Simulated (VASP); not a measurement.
# HC18F in VASP: a series of runs, part 2 of 2

VASP 6.6.1. Earlier steps stand in the parts before.

### Step 3. Single point, PBE+D3(BJ)

File INCAR:

```
SYSTEM = HC18F
  ALGO = Normal
  EDIFF = 1E-7
  ENCUT = 520
  GGA = PE
  ISIF = 2
  ISMEAR = 0
  IVDW = 12
  LASPH = .TRUE.
  LCHARG = .FALSE.
  LREAL = Auto
  LWAVE = .FALSE.
  NBANDS = 56
  NELM = 100
  PREC = Accurate
  SIGMA = 0.02
```

File KPOINTS:

```
k-points
0
G
  2 2 1
  0 0 0
```

File POSCAR:

```
HC18F
1.0
    7.3980000000      0.0000000000      0.0000000000
   -3.6990000000      6.4068560000      0.0000000000
    0.0000000000      0.0000000000     11.0000000000
C F H
18 1 1
Direct
   -0.0077172225     -0.0042062753      0.0840039091
    0.2124105405      0.1060797995      0.0839004545
   -0.0078108531      0.3290476639      0.0840465455
    0.2122423761      0.4390746413      0.0842490000
   -0.0078102605      0.6624651779      0.0839646364
    0.2122334399      0.7729159201      0.0841195455
    0.3256313193     -0.0041174642      0.0838372727
    0.5457933202      0.1061348967      0.0838762727
    0.3256262716      0.3290624918      0.0839107273
    0.5458088692      0.4393811879      0.0838365455
    0.3254651424      0.6623974380      0.0847150000
    0.5461143791      0.7729284067      0.0843517273
    0.6591140688     -0.0039643469      0.0840311818
    0.8791623104      0.1060577918      0.0839408182
    0.6588983797      0.3290827826      0.0839460909
    0.8790370016      0.4393927380      0.0840652727
    0.6591582990      0.6624155436      0.0840010000
    0.8791874672      0.7728491166      0.0839050909
    0.3901195321      0.7062501483      0.3725370909
    0.3795802594      0.6891334845      0.2877923636
```

Potentials or basis: VASP PAW PBE potentials, release 64 (C, F, H).

Launch:

```sh
$ cat potpaw_PBE.64/C/POTCAR potpaw_PBE.64/F/POTCAR potpaw_PBE.64/H/POTCAR > POTCAR
$ mpirun -np 1 vasp_std > vasp.out
```

OUTCAR:

```text
SYSTEM = HC18F
   EDIFF = 1E-7
   ENCUT = 520
   GGA = PE
   ISIF = 2
   ISMEAR = 0
   IVDW = 12
   LASPH = .TRUE.
   LREAL = Auto
   NELM = 100
   PREC = Accurate
 IVDW          = 12

 ion  position               nearest neighbor table
   1  0.992  0.996  0.084-   2 1.41  18 1.43  14 1.43
   2  0.212  0.106  0.084-   1 1.41   9 1.43   7 1.43
   3  0.992  0.329  0.084-   4 1.41  14 1.43  16 1.43
   4  0.212  0.439  0.084-   3 1.41  11 1.43   9 1.43
   5  0.992  0.662  0.084-   6 1.41  16 1.43  18 1.43
   6  0.212  0.773  0.084-   5 1.41   7 1.43  11 1.43
[... 10 lines left out ...]
  17  0.659  0.662  0.084-  18 1.41  10 1.43  12 1.43
  18  0.879  0.773  0.084-  17 1.41   1 1.43   5 1.43
  19  0.390  0.706  0.373-  20 0.94
  20  0.380  0.689  0.288-  19 0.94

  LATTYP: Found a hexagonal cell.
 ALAT       =     7.3980000000
 C/A-ratio  =     1.4868883482

  Lattice vectors:

 A1 = (   7.3980000000,   0.0000000000,   0.0000000000)
 A2 = (  -3.6990000000,   6.4068560000,   0.0000000000)
 A3 = (   0.0000000000,   0.0000000000,  11.0000000000)

Analysis of symmetry for initial positions (statically):
=====================================================================
 Subroutine PRICEL returns:
 Original cell was already a primitive cell.

 Routine SETGRP: Setting up the symmetry group for a
 hexagonal supercell.

 Subroutine GETGRP returns: Found  1 space group operations
 (whereof  1 operations were pure point group operations)
 out of a pool of 24 trial point group operations.

The static configuration has the point symmetry C_1 .

Analysis of symmetry for dynamics (positions and initial velocities):
=====================================================================
 Subroutine PRICEL returns:
 Original cell was already a primitive cell.

[... 144 lines left out ...]
  Fermi-wavevector in a.u.,A,eV,Ry     =   0.876437  1.656226 10.451210  0.768142
  Thomas-Fermi vector in A             =   1.996247
   LORBIT       =      0    0 simple, 1 ext, 2 COOP (PROOUT), +10 PAW based schemes
   GGA     = PE    functional components
   LHFCALC =     F    Hartree Fock is set to
   AEXX    =    0.0000 exact exchange contribution
   IVDW    =    12    specifies the selected vdW correction
   LEPSILON=     F    determine dielectric tensor
   LRPA    =     F    only Hartree local field effects (RPA)
 non-spin polarized calculation
 Gauss-broadening in eV      SIGMA  =   0.02
  energy-cutoff  :      520.00
  volume of cell :      521.38
 maximum number of plane-waves:     14099
 NGX is ok and might be reduce to    56
   NGX = 27   NGY = 27   NGZ = 41

 number of electron      79.9999999 magnetization

 Free energy of the ion-electron system (eV)
  ---------------------------------------------------
  ext. energy  EPLUGINS =         0.00000000
  ---------------------------------------------------
  free energy    TOTEN  =      -173.55700508 eV

  energy without entropy =     -173.55700500  energy(sigma->0) =     -173.55700504

 E-fermi :  -1.7755     XC(G=0):  -4.3042

 val. band max:       -1.8423110349   @ k =   0.0000   0.0000   0.0000
 cond. band min:      -1.7086129626   @ k =   0.0000   0.0000   0.0000
 fundamental gap:      0.1336980724
 Fermi energy:        -1.7754621488

 k-point     1 :       0.0000    0.0000    0.0000
  band No.  band energies     occupation
      1     -26.7582      2.00000
      2     -21.2992      2.00000
      3     -18.7597      2.00000
      4     -18.7277      2.00000
      5     -18.7150      2.00000
      6     -18.7014      2.00000
[... 209 lines left out ...]
     51       4.3400      0.00000
     52       4.5522      0.00000
 [bands above 52 left out]

------------------------ aborting loop because EDIFF is reached ----------------------------------------

 Edisp (eV)   -1.69849

 E8    (eV) :    -0.5210

  FORCE on cell =-STRESS in cart. coord.  units (eV):
  Direction    XX          YY          ZZ          XY          YZ          ZX
  --------------------------------------------------------------------------------------
  -------------------------------------------------------------------------------------
  Total      -0.74495     2.87062    -0.09139    -4.25070     0.03318     0.00274
  in kB      -2.28922     8.82134    -0.28084   -13.06227     0.10197     0.00843
  external pressure =        2.08 kB  Pullay stress =        0.00 kB

 VOLUME and BASIS-vectors are now :
 -----------------------------------------------------------------------------
  energy-cutoff  :      520.00
  volume of cell :      521.38
      direct lattice vectors                 reciprocal lattice vectors
     7.398000000  0.000000000  0.000000000     0.135171668  0.078041398  0.000000000
    -3.699000000  6.406856000  0.000000000     0.000000000  0.156082796  0.000000000
     0.000000000  0.000000000 11.000000000     0.000000000  0.000000000  0.090909091

 POSITION                                       TOTAL-FORCE (eV/Angst)
 -----------------------------------------------------------------------------------
      3.65747      6.37991      0.92404        -0.020499     -0.008535     -0.005773
      1.17902      0.67964      0.92290         0.026571      0.010226     -0.002889
      6.12307      2.10816      0.92451        -0.026541     -0.009029      0.007334
     -0.05397      2.81309      0.92674         0.017192      0.009470     -0.002293
      4.88976      4.24432      0.92361        -0.019178     -0.014997      0.006686
     -1.28891      4.95196      0.92532         0.021890      0.003815     -0.001348
[... 12 lines left out ...]
      0.27368      4.52484      4.09791         0.003241      0.022981      0.282139
      0.25903      4.41518      3.16572        -0.006918     -0.018387     -0.316523
 -----------------------------------------------------------------------------------
    total drift:                                0.024437      0.008855      0.023784

  FREE ENERGIE OF THE ION-ELECTRON SYSTEM (eV)
  ---------------------------------------------------
  free  energy   TOTEN  =      -175.2554926283 eV

  energy  without entropy=     -175.2554925489  energy(sigma->0) =     -175.25549259
```

stdout:

```text
POSCAR found type information on POSCAR C F H
 POSCAR found :  3 types and      20 ions
 scaLAPACK will be used
 LDA part: xc-table for (Slater+PW92), standard interpolation
 POSCAR, INCAR and KPOINTS ok, starting setup
 FFT: planning ... GRIDC
 FFT: planning ... GRID_SOFT
 FFT: planning ... GRID
 WAVECAR not read
 entering main loop
```

Wall time 5.3 min (1 thread of AMD EPYC 7R13 (Zen 3), shared host); peak memory 0.57 GiB.

What came out:

```yaml
Free_energy: -175.2555 eV
Largest_force: 0.317 eV/Å
Band_gap_on_the_k_mesh: 0.13 eV, direct
Dispersion_energy_per_atom: -0.085 eV
```

Forces on the atoms (eV/Å):
```
C   -0.020 -0.009 -0.006
C    0.027  0.010 -0.003
C   -0.027 -0.009  0.007
C    0.017  0.009 -0.002
C   -0.019 -0.015  0.007
C    0.022  0.004 -0.001
C   -0.024 -0.008  0.009
C    0.022  0.013  0.006
C   -0.022 -0.014  0.002
C    0.021  0.008  0.011
C   -0.017 -0.011  0.004
C    0.023  0.012  0.003
C   -0.023 -0.007 -0.002
C    0.016  0.013  0.007
C   -0.016 -0.010 -0.002
C    0.025  0.010 -0.006
C   -0.023 -0.008 -0.004
C    0.023  0.005  0.004
F    0.003  0.023  0.282
H   -0.007 -0.018 -0.317
```

Caveat: the k points lie up to 0.49 Å⁻¹ apart.

### Step 4. Single point, PBE+D3(BJ)

File INCAR:

```
SYSTEM = HC18F
  ALGO = Normal
  EDIFF = 1E-6
  ENCUT = 520
  GGA = PE
  ISIF = 2
  ISMEAR = 0
  IVDW = 12
  LASPH = .True.
  LCHARG = .False.
  LREAL = Auto
  LWAVE = .False.
  NBANDS = 56
  NELM = 80
  PREC = Accurate
  SIGMA = 0.02
```

File KPOINTS:

```
k-points
0
Gamma
  2 2 1
  0 0 0
```

File POSCAR:

```
HC18F
1.0
    7.3980000000      0.0000000000      0.0000000000
   -3.6990000000      6.4068560000      0.0000000000
    0.0000000000      0.0000000000     11.0000000000
C F H
18 1 1
Direct
   -0.0082874440     -0.0039106545      0.0821694545
    0.2118240053      0.1063346827      0.0821053636
   -0.0084242836      0.3293409435      0.0821818182
    0.2116360760      0.4393613654      0.0823468182
   -0.0083621662      0.6627325478      0.0821502727
    0.2116536834      0.7731408354      0.0824200000
    0.3250133291     -0.0038811548      0.0820890909
    0.5451888834      0.1063707378      0.0820929091
    0.3250248220      0.3293348563      0.0819831818
    0.5452064319      0.4396115661      0.0818700909
    0.3248229848      0.6626543503      0.0828847273
    0.5454220436      0.7731344360      0.0826340909
    0.6585067822     -0.0036741890      0.0823245455
    0.8785252647      0.1063324976      0.0820953636
    0.6583511620      0.3293606099      0.0820466364
    0.8784605420      0.4396618248      0.0822569091
    0.6585821507      0.6626549746      0.0821243636
    0.8786149518      0.7730852699      0.0820593636
    0.4398841750      0.7024915185      0.3744838182
    0.4255600711      0.6850274144      0.2899236364
```

Launch:

```sh
$ cat potpaw_PBE.64/C/POTCAR potpaw_PBE.64/F/POTCAR potpaw_PBE.64/H/POTCAR > POTCAR
$ mpirun -np 1 vasp_std > vasp.out
```

It took 4.4 min on 1 thread of AMD EPYC 7R13 (Zen 3), shared host; peak memory 0.56 GiB.

The run converged. Its results:

* Free energy: -175.2502 eV
* Largest force: 0.327 eV/Å
* Band gap on the k mesh: 0.14 eV, direct
* Dispersion energy per atom: -0.085 eV

Forces in eV/Å, atoms in the order of the input:
```
C   -0.022 -0.013 -0.006
C    0.026  0.008 -0.003
C   -0.028 -0.011  0.006
C    0.021  0.009 -0.003
C   -0.025 -0.019  0.006
C    0.025  0.005 -0.004
C   -0.024 -0.009  0.007
C    0.028  0.014  0.002
C   -0.022 -0.015  0.000
C    0.028  0.009  0.007
C   -0.018 -0.010  0.005
C    0.024  0.010  0.011
C   -0.022 -0.011 -0.004
C    0.024  0.011  0.015
C   -0.016 -0.002 -0.001
C    0.021  0.011 -0.009
C   -0.024 -0.012 -0.003
C    0.022  0.006  0.011
F    0.013  0.013  0.288
H   -0.030  0.005 -0.325
```

Levels at points of the mesh, in eV from the valence-band top:
```tsv
k point	band 38	band 39	band 40	band 41	band 42	band 43
(0.00, 0.00, 0.00)	-2.79	-0.05	0.00	0.14	0.17	3.37
(0.50, 0.00, 0.00)	-2.58	-2.56	-2.20	1.58	2.57	2.59
(0.00, 0.50, 0.00)	-2.55	-2.53	-2.32	1.80	2.44	2.51
(0.50, 0.50, 0.00)	-2.55	-2.53	-2.34	1.83	2.45	2.52
```

Caveat: the k points lie up to 0.49 Å⁻¹ apart.

### Step 5. Single point, PBE+D3(BJ)

File INCAR:

```
SYSTEM = HC18F
PREC     = Accurate       ! precision mode
ENCUT    = 520            ! plane-wave cutoff, eV
EDIFF    = 1E-6           ! SCF threshold, eV
ISMEAR   = 0              ! smearing method
SIGMA    = 0.02           ! smearing width, eV
LREAL    = Auto         
LASPH    = .TRUE.         ! aspherical terms in the spheres
NELM     = 60             ! most SCF steps
ALGO     = Normal         ! electronic algorithm
ISIF     = 2              ! what is computed and relaxed
LWAVE    = .FALSE.        ! write WAVECAR
LCHARG   = .FALSE.        ! write CHGCAR
GGA      = PE             ! functional
IVDW     = 12             ! dispersion correction
NBANDS   = 56             ! bands
```

File KPOINTS:

```
Automatic mesh
0
G
  2 2 1
  0 0 0
```

File POSCAR:

```
HC18F
1.0
    7.3980000000      0.0000000000      0.0000000000
   -3.6990000000      6.4068560000      0.0000000000
    0.0000000000      0.0000000000     11.0000000000
C F H
18 1 1
Direct
   -0.0109355448     -0.0062698459      0.0781950909
    0.2112537255      0.1048002328      0.0781971818
   -0.0122017204      0.3281686056      0.0781423636
    0.2122963002      0.4404547254      0.0780018182
   -0.0097599370      0.6626423319      0.0782600000
    0.2100526388      0.7727089543      0.0781957273
    0.3211658821     -0.0051421477      0.0782600909
    0.5457021090      0.1071987571      0.0782192727
    0.3234641653      0.3292476060      0.0780680000
    0.5433152327      0.4389878593      0.0783489091
    0.3220115231      0.6602506752      0.0782297273
    0.5444729754      0.7716115361      0.0786753636
    0.6569795992     -0.0037107124      0.0783551818
    0.8767812106      0.1060328186      0.0781769091
    0.6557126169      0.3269594322      0.0782572727
    0.8779199320      0.4381404858      0.0783266364
    0.6546439039      0.6614197354      0.0788335455
    0.8793926405      0.7739829021      0.0784283636
    0.5742347835      0.6995944657      0.3669290909
    0.5755766822      0.6924347917      0.2817781818
```

Launch:

```sh
$ cat potpaw_PBE.64/C/POTCAR potpaw_PBE.64/F/POTCAR potpaw_PBE.64/H/POTCAR > POTCAR
$ mpirun -np 1 vasp_std > vasp.out
```

Wall time 3.7 min (1 thread of AMD EPYC 7R13 (Zen 3), shared host); peak memory 0.56 GiB.

It converged, with:

| Quantity | Value |
| --- | --- |
| Free energy | -175.2706 eV |
| Largest force | 0.318 eV/Å |
| Band gap on the k mesh | 0.20 eV, direct |
| Dispersion energy per atom | -0.085 eV |

Forces on the atoms (eV/Å):
```
C   -0.005  0.019  0.006
C    0.010 -0.012 -0.008
C    0.005  0.015  0.001
C   -0.002 -0.014  0.011
C    0.001  0.002  0.007
C    0.006 -0.014  0.006
C    0.003  0.022  0.000
C   -0.003 -0.018  0.006
C   -0.008  0.010  0.002
C    0.013 -0.022  0.001
C   -0.012  0.019 -0.006
C   -0.002 -0.009  0.009
C   -0.003  0.016 -0.006
C    0.002 -0.011  0.001
C   -0.006  0.021  0.006
C   -0.008 -0.012 -0.011
C    0.000  0.005  0.001
C    0.002 -0.028  0.004
F   -0.011  0.001  0.288
H    0.019  0.010 -0.317
```

Levels at points of the mesh, in eV from the valence-band top:
| k point | band 37 | band 38 | band 39 | band 40 | band 41 | band 42 | band 43 | band 44 |
| --- | --- | --- | --- | --- | --- | --- | --- | --- |
| (0.00, 0.00, 0.00) | -2.95 | -2.94 | -0.05 | 0.00 | 0.20 | 0.22 | 3.42 | 4.79 |
| (0.50, 0.00, 0.00) | -2.57 | -2.53 | -2.51 | -2.26 | 1.78 | 2.55 | 2.59 | 2.63 |
| (0.00, 0.50, 0.00) | -2.57 | -2.53 | -2.51 | -2.26 | 1.77 | 2.54 | 2.59 | 2.63 |
| (0.50, 0.50, 0.00) | -2.58 | -2.55 | -2.52 | -2.26 | 1.75 | 2.56 | 2.57 | 2.64 |

Caveat: the k points lie up to 0.49 Å⁻¹ apart.

### Step 6. Single point, PBE+D3(BJ)

File INCAR:

```
SYSTEM = HC18F
PREC = Accurate ; ENCUT = 520
EDIFF = 1E-6 ; ISMEAR = 0
SIGMA = 0.02 ; LREAL = Auto
LASPH = .TRUE. ; NELM = 60
ALGO = Normal ; ISIF = 2
LWAVE = .FALSE. ; LCHARG = .FALSE.
GGA = PE ; IVDW = 12
NBANDS = 56
```

File KPOINTS:

```
regular mesh
0
G
  2 2 1
  0 0 0
```

File POSCAR:

```
HC18F
1.0
    7.3980000000      0.0000000000      0.0000000000
   -3.6990000000      6.4068560000      0.0000000000
    0.0000000000      0.0000000000     11.0000000000
C F H
18 1 1
Direct
   -0.0127506776     -0.0071715362      0.0772028182
    0.2114763101      0.1049085542      0.0772586364
   -0.0120359360      0.3284258301      0.0773031818
    0.2105885766      0.4397348715      0.0772354545
   -0.0104934251      0.6609425903      0.0773645455
    0.2091353391      0.7708854390      0.0773561818
    0.3212992555     -0.0049016241      0.0773570909
    0.5439198740      0.1064350440      0.0773321818
    0.3227103668      0.3275523908      0.0772091818
    0.5423145331      0.4370967601      0.0772969091
    0.3202079967      0.6593416490      0.0773212727
    0.5446004810      0.7717584101      0.0774931818
    0.6561835125     -0.0054207555      0.0772984545
    0.8758249815      0.1042093033      0.0771983636
    0.6538495672      0.3260335491      0.0773341818
    0.8781266459      0.4382530215      0.0773765455
    0.6547091116      0.6616526109      0.0776630909
    0.8776978538      0.7732402601      0.0773390000
    0.6246005442      0.7019037106      0.3612880909
    0.6250724197      0.7014162641      0.2758623636
```

Potentials or basis: VASP PAW PBE potentials, release 64 (C, F, H).

Launch:

```sh
$ cat potpaw_PBE.64/C/POTCAR potpaw_PBE.64/F/POTCAR potpaw_PBE.64/H/POTCAR > POTCAR
$ mpirun -np 1 vasp_std > vasp.out
```

Wall time 3.2 min (1 thread of AMD EPYC 7R13 (Zen 3), shared host); peak memory 0.56 GiB.

The run converged. Its results:

| Item | Value |
| --- | --- |
| Free energy | -175.2732 eV |
| Largest force | 0.287 eV/Å |
| Band gap on the k mesh | 0.19 eV, direct |
| Dispersion energy per atom | -0.085 eV |

Forces in eV/Å, atoms in the order of the input:
```
C    0.006  0.006 -0.001
C   -0.007  0.002 -0.001
C    0.004 -0.005  0.000
C    0.007 -0.006  0.000
C    0.004  0.002 -0.001
C   -0.006  0.004 -0.001
C    0.001 -0.002  0.001
C    0.007 -0.005 -0.001
C   -0.009  0.000  0.000
C    0.008  0.005  0.001
C    0.002  0.009  0.000
C   -0.002 -0.006  0.003
C   -0.014  0.014  0.000
C   -0.002  0.011  0.001
C    0.007 -0.003  0.001
C   -0.009 -0.005  0.000
C   -0.006 -0.012  0.003
C    0.006 -0.012  0.000
F   -0.002  0.002  0.283
H    0.002  0.000 -0.287
```

Levels at points of the mesh, in eV from the valence-band top:
```tsv
k point	band 38	band 39	band 40	band 41	band 42	band 43
(0.00, 0.00, 0.00)	-2.95	-0.06	0.00	0.19	0.22	3.45
(0.50, 0.00, 0.00)	-2.53	-2.52	-2.26	1.77	2.53	2.58
(0.00, 0.50, 0.00)	-2.53	-2.51	-2.26	1.77	2.54	2.58
(0.50, 0.50, 0.00)	-2.55	-2.53	-2.26	1.75	2.53	2.57
```

Caveat: the k points lie up to 0.49 Å⁻¹ apart.
